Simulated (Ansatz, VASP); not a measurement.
TiC: VASP beside Ansatz

Contents of INCAR:

```
SYSTEM = TiC
  ALGO = Normal
  EDIFF = 1E-6
  EDIFFG = -0.001
  ENCUT = 600
  IBRION = 2
  ISIF = 3
  ISMEAR = -1
  LASPH = .TRUE.
  LCHARG = .FALSE.
  LREAL = .FALSE.
  LWAVE = .FALSE.
  NELM = 100
  NSW = 80
  PREC = Accurate
  SIGMA = 0.15
```

File KPOINTS:

```
k-points
0
G
  16 16 16
  0 0 0
```

POSCAR

```
TiC
1.0
    0.0000000000      2.1303449664      2.1303449664
    2.1303449664      0.0000000000      2.1303449664
    2.1303449664      2.1303449664      0.0000000000
Ti C
1 1
Direct
    0.0000000000      0.0000000000      0.0000000000
    0.5000000000      0.5000000000      0.5000000000
```

Input for Ansatz:

```yaml
crystal:
  lattice:
    - [0.0, 2.1303449664, 2.1303449664]
    - [2.1303449664, 0.0, 2.1303449664]
    - [2.1303449664, 2.1303449664, 0.0]
  atoms:
    - { symbol: Ti, position: [0.0, 0.0, 0.0] }
    - { symbol: C, position: [0.5, 0.5, 0.5] }
basis:
  ecutwfc: 600.0
kpoints:
  mp_grid: { grid: [16, 16, 16] }
hamiltonian:
  xc: lda
  pseudopotentials: { kind: paw, azcp: { folder: soft_1 } }
scf:
  occupations: { method: fermi_dirac, width: 0.15 }
output:
  forces: true
  stress: true
  eigenvalues: true
relax:
  adjacent_minimum: "off"
  f_tol: 0.001
  max_steps: 60
  cell: { stress_tol: 0.01 }
```

Alike in both runs: task relaxation of cell and atoms; functional LDA; k mesh 16 × 16 × 16; occupations fermi-dirac, width 0.15 eV; no spin polarisation.

|  | VASP | Ansatz |
| --- | --- | --- |
| version | VASP 6.6.1 | Ansatz 0.2.0 |
| potentials or method | VASP PAW LDA potentials, release 64 (Ti_sv, C), cutoff 600 eV | scalar-relativistic, plane waves, PAW |
| valence electrons in the cell | 16 | 16 |

Ansatz gave:

- gap on the k mesh at the Fermi level, each at its own relaxed structure (eV): none
- relaxed volume (Å³/atom): 9.67
- relaxed cell length with the largest relative difference (Å): 3.013

Problem. Estimate VASP's values.

Solution. gap on the k mesh at the Fermi level, each at its own relaxed structure (eV): none; relaxed volume (Å³/atom): 9.69; relaxed cell length with the largest relative difference (Å): 3.015.

Ansatz warns that its potentials were made for another functional, while VASP's fit it. LDA's correlation is that of Perdew and Zunger in VASP and of Perdew and Wang (1992) in Ansatz. A gap of «none» marks a metal or a gap that the smearing closes.
